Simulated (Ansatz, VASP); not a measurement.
**Two plane-wave programs on Sn**

Contents of INCAR:

```
SYSTEM = Sn
ALGO = Normal
EDIFF = 1E-7
ENCUT = 520
GGA = PE
ISIF = 2
ISMEAR = -1
LASPH = .TRUE.
LCHARG = .FALSE.
LREAL = .FALSE.
LWAVE = .FALSE.
NBANDS = 21
NELM = 60
PREC = Accurate
SIGMA = 0.02
```

Contents of KPOINTS:

```
k-points
0
G
  6 6 6
  0 0 0
```

POSCAR

```
Sn
1.0
    0.0000000000      3.3501489766      3.3501489766
    3.3501489766      0.0000000000      3.3501489766
    3.3501489766      3.3501489766      0.0000000000
Sn
2
Direct
    0.0000000000      0.0000000000      0.0000000000
    0.2500000000      0.2500000000      0.2500000000
```

Input for Ansatz:

```yaml
crystal:
  lattice:
    - [0.0, 3.3501489766, 3.3501489766]
    - [3.3501489766, 0.0, 3.3501489766]
    - [3.3501489766, 3.3501489766, 0.0]
  atoms:
    - { symbol: Sn, position: [0.0, 0.0, 0.0] }
    - { symbol: Sn, position: [0.25, 0.25, 0.25] }
kpoints:
  mp_grid: { grid: [6, 6, 6] }
  band_path:
    path:
      - [0.0, 0.0, 0.0]
      - [0.5, 0.0, 0.5]
      - [0.625, 0.25, 0.625]
      - [0.375, 0.375, 0.75]
      - [0.5, 0.5, 0.5]
      - [0.5, 0.25, 0.75]
      - [0.0, 0.0, 0.5]
    npoints: 1
hamiltonian:
  xc: pbe
scf:
  occupations: { method: fermi_dirac, width: 0.02 }
  n_extra_bands: 4
output:
  forces: true
  stress: true
  eigenvalues: true
```

Change from the starting cell: hydrostatic strain +2.0%.

Alike in both runs: task single point; functional PBE; k mesh 6 × 6 × 6; occupations fermi-dirac, width 0.02 eV; no spin polarisation.

|  | VASP | Ansatz |
| --- | --- | --- |
| version | VASP 6.6.1 | Ansatz 0.2.0 |
| potentials or method | VASP PAW PBE potentials, release 64 (Sn_d) | plane waves, PAW |
| plane-wave cutoff (eV) | 520 | 420 |
| valence electrons in the cell | 28 | 28 |

|  | VASP | Ansatz | Ansatz less VASP |
| --- | --- | --- | --- |
| pressure (GPa) | -0.7 | -0.7 | +0.05 |
